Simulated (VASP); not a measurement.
Set up this calculation in VASP 6.6.1, as the native input.

| Property | Result |
| --- | --- |
| Task | relaxation of cell and atoms |
| Functional | PBE |
| Potentials or basis | VASP PAW PBE potentials, release 64 (Sb) |
| Cutoff | 600 eV |
| k mesh | 6 × 6 × 6 |
| Occupations | fermi-dirac, width 0.05 eV |
| Spin | non-collinear spin, zero start, spin-orbit coupling |
| Starting moments | [[0.0, 0.0, 0.0], [0.0, 0.0, 0.0]] μB |
| Dipole correction | no |
| Further INCAR settings | ALGO = Normal; EDIFF = 1e-06; IBRION = 2; EDIFFG = -0.005; NSW = 80; ISIF = 3 |

The structure of Sb lies in POSCAR:

```
Sb
1.0
    2.1542000000      1.2437279499      3.7580000000
   -2.1542000000      1.2437279499      3.7580000000
    0.0000000000     -2.4874558998      3.7580000000
Sb
2
Direct
    0.7665100000      0.7665100000      0.7665100000
    0.2334900000      0.2334900000      0.2334900000
```

These files were run (other wordings do the same):

INCAR

```
ALGO = Normal
EDIFF = 1E-6
EDIFFG = -0.005
ENCUT = 600
GGA = PE
GGA_COMPAT = F
IBRION = 2
ISIF = 3
ISMEAR = -1
LASPH = T
LCHARG = F
LORBIT = 11
LORBMOM = T
LREAL = F
LSORBIT = T
LWAVE = F
MAGMOM = 0 0 0 0 0 0
NELM = 150
NSW = 80
PREC = Accurate
SIGMA = 0.05
```

KPOINTS

```
k-points
0
Gamma
  6 6 6
```

Potentials or basis: VASP PAW PBE potentials, release 64 (Sb).

Run with:

```sh
$ cat potpaw_PBE.64/Sb/POTCAR > POTCAR
$ mpirun -np 1 vasp_ncl > vasp.out
```

It gave:

```yaml
Relaxed_volume: 32.19 Å³/atom
Relaxed_cell: a = 4.626 Å, b = 4.626 Å, c = 4.626 Å, α = 56.53°, β = 56.53°, γ = 56.53°
Space_group_after_relaxing_to_0.1_Å: R-3m (No. 166)
Energy_gained_by_relaxing: 15.3 meV/atom
Ionic_steps: 10
Pressure_after_relaxing: 0.0 GPa
Net_moment: 0.00 μB per cell
Valence_electrons_inside_the_program's_atomic_spheres: Sb 2.38
```

It took 3.1 min on 1 thread of Intel(R) Xeon(R) 6975P-C (Granite Rapids), with other jobs on the host, peak memory 0.42 GiB.
